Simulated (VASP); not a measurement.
A run of VASP 6.6.1:

The input POSCAR:

```
MgO
1.0
    0.0000000000      1.9541088990      1.9541088990
    1.9541088990      0.0000000000      1.9541088990
    1.9541088990      1.9541088990      0.0000000000
Mg O
1 1
Direct
    0.0000000000      0.0000000000      0.0000000000
    0.5000000000      0.5000000000      0.5000000000
```

INCAR.step1

```
ALGO = Normal ; EDIFF = 1E-5
ENCUT = 660 ; GGA = PE
GGA_COMPAT = F ; ISMEAR = 0
LASPH = T ; LCHARG = F
LREAL = F ; LWAVE = T
NBANDS = 11 ; NELM = 120
PREC = Accurate ; SIGMA = 0.01
```

Contents of INCAR.step2:

```
ALGO = Normal ; EDIFF = 1E-6
ENCUT = 660 ; GGA_COMPAT = F
ISIF = 2 ; ISMEAR = 0
ISTART = 1 ; LASPH = T
LCHARG = F ; LMIXTAU = T
LREAL = F ; LWAVE = F
METAGGA = R2SCAN ; NBANDS = 11
NELM = 120 ; PREC = Accurate
SIGMA = 0.01
```

KPOINTS

```
k-points
0
Gamma
  10 10 10
```

Potentials or basis: VASP PAW PBE potentials, release 64 (Mg, O).

Launch:

```bash
$ cat potpaw_PBE.64/Mg/POTCAR potpaw_PBE.64/O/POTCAR > POTCAR
$ cp INCAR.step1 INCAR
$ mpirun -np 1 vasp_std > vasp.out
$ cp INCAR.step2 INCAR
$ mpirun -np 1 vasp_std > vasp.out
```

Hardware: 1 thread of Intel(R) Xeon(R) Platinum 8488C (Sapphire Rapids), with other jobs on the host.

Q: How long does it take, and how much memory?

A: Run time: 21 s on 1 thread of Intel(R) Xeon(R) Platinum 8488C (Sapphire Rapids), on a shared host, peak memory 0.15 GiB. Counts: k points 47.
